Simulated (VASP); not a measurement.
Set up this calculation in VASP 6.6.1, as the native input.

```
Task                   : relaxation of shape and atoms at fixed volume
Functional             : PBEsol
Potentials or basis    : VASP PAW PBE potentials, release 64 (Ta_pv, N)
Cutoff                 : 600 eV
k mesh                 : 10 × 10 × 10
Occupations            : gaussian, width 0.1 eV
Spin                   : no spin polarisation
Dipole correction      : no
Further INCAR settings : ALGO = Normal; EDIFF = 1e-07; IBRION = 2; EDIFFG = -0.01; NSW = 50; ISIF = 4
```

The structure of Ta4N5 lies in POSCAR:

```
Ta4N5
1.0
   -3.5295819388      3.5295819388      2.1873211003
    3.5295819388     -3.5295819388      2.1873211003
    3.5295819388      3.5295819388     -2.1873211003
Ta N
4 5
Direct
    0.7827602784      0.6049008360      0.3876611143
    0.3950991640      0.7827602784      0.1778594424
    0.6049008360      0.2172397216      0.8221405576
    0.2172397216      0.3950991640      0.6123388857
    0.5000000000      0.5000000000      0.0000000000
    0.9067709493      0.3104299860      0.2172009353
    0.6895700140      0.9067709493      0.5963409633
    0.3104299860      0.0932290507      0.4036590367
    0.0932290507      0.6895700140      0.7827990647
```

One way to write it, as run:

INCAR

```
SYSTEM = Ta4N5
ALGO = Normal
EDIFF = 1E-7
EDIFFG = -0.01
ENCUT = 600
GGA = PS
GGA_COMPAT = .False.
IBRION = 2
ISIF = 4
ISMEAR = 0
KPAR = 4
LASPH = .True.
LCHARG = .False.
LREAL = .False.
LWAVE = .False.
NELM = 120
NELMIN = 4
NSW = 50
PREC = Accurate
SIGMA = 0.1
```

KPOINTS

```
k-points
0
Gamma
  10 10 10
  0 0 0
```

Potentials or basis: VASP PAW PBE potentials, release 64 (Ta_pv, N).

Command:

```console
$ cat potpaw_PBE.64/Ta_pv/POTCAR potpaw_PBE.64/N/POTCAR > POTCAR
$ mpirun -np 4 vasp_std > vasp.out
```

Results of the run:

| Property | Result |
| --- | --- |
| Energy gained by relaxing | 1.1 meV/atom |
| Ionic steps | 7 |
| Pressure after relaxing | -23.7 GPa |
| Band gap on the k mesh | zero (an odd number of electrons rules out a gap without spin polarisation) |

Caveat: the PAW data sets were made with another functional, which shifts forces and pressure a little; spin-orbit coupling is left out, which moves the levels of the heavy elements; an odd number of electrons without spin polarisation forces a metal; a magnetic or distorted state may lie lower.

It took 9.4 min on 4 MPI ranks on Intel(R) Xeon(R) 6975P-C (Granite Rapids), with other jobs on the host, peak memory 0.78 GiB a rank.
